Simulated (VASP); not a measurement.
Input of a VASP 6.6.1 run:

INCAR

```
  PREC = Accurate
  ENCUT = 520
  EDIFF = 1E-7
  ISMEAR = 0
  SIGMA = 0.15
  LREAL = F
  LASPH = T
  NELM = 100
  ALGO = Normal
  ISIF = 2
  LWAVE = F
  LCHARG = F
  GGA = PS
  NBANDS = 11
```

Contents of KPOINTS:

```
regular mesh
0
Gamma
  14 14 14
```

POSCAR

```
Ba
1.0
    4.1123750265      0.0000000000      0.0000000000
    0.0000000000      4.1123750265      0.0000000000
    0.0000000000      0.0000000000      3.4105839905
Ba
1
Direct
    0.5000000000      0.5000000000      0.5000000000
```

Potentials or basis: VASP PAW PBE potentials, release 64 (Ba_sv).

Run with:

```console
$ cat potpaw_PBE.64/Ba_sv/POTCAR > POTCAR
$ mpirun -np 1 vasp_std > vasp.out
```

**Question.** Estimate the pressure.

**Answer.** 0.2 GPa.

**Question.** Estimate the band gap on the k mesh.

**Answer.** Zero (band 5 reaches 2.08 eV, above the bottom of band 6 at 1.17 eV).

Stress tensor (GPa, compression positive):
```
-2.22  0.00  0.00
 0.00 -2.22  0.00
 0.00  0.00  5.07
```

Caveat: the PAW data sets were made with another functional, which shifts forces and pressure a little; spin-orbit coupling is left out, which moves the levels of the heavy elements.
